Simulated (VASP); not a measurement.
A run of VASP 6.6.1:

The input INCAR:

```
SYSTEM = RbVSe3
PREC = Accurate ; ENCUT = 520
EDIFF = 1E-7 ; ISMEAR = 0
SIGMA = 0.1 ; LREAL = .FALSE.
LASPH = .TRUE. ; NELM = 60
ALGO = Normal ; ISIF = 2
LWAVE = .FALSE. ; LCHARG = .FALSE.
GGA = PE ; NBANDS = 28
```

Contents of KPOINTS:

```
regular mesh
0
G
  8 8 6
  0 0 0
```

Contents of POSCAR:

```
RbVSe3
1.0
    4.7303817610      0.0000000000      0.0000000000
    0.0000000000      4.7303817610      0.0000000000
    0.0000000000      0.0000000000      6.4525277030
Rb V Se
1 1 3
Direct
    0.0000000000      0.0000000000      1.0269282923
    0.5000000000      0.5000000000      0.5775382003
    0.5000000000      0.5000000000      0.9215844055
    0.0000000000      0.5000000000      0.4669745509
    0.5000000000      0.0000000000      0.4669745509
```

Potentials or basis: VASP PAW PBE potentials, release 64 (Rb_sv, V_sv, Se).

Command:

```console
$ cat potpaw_PBE.64/Rb_sv/POTCAR potpaw_PBE.64/V_sv/POTCAR potpaw_PBE.64/Se/POTCAR > POTCAR
$ mpirun -np 1 vasp_std > vasp.out
```

Hardware: 1 thread of Intel(R) Xeon(R) Platinum 8559C (Emerald Rapids), on a shared host.

Problem. How long does it take, and how much memory?

Solution. Run time: 2.7 min on 1 thread of Intel(R) Xeon(R) Platinum 8559C (Emerald Rapids) (shared host), peak memory 0.4 GiB. Counts: scf iterations 18, k points 60.
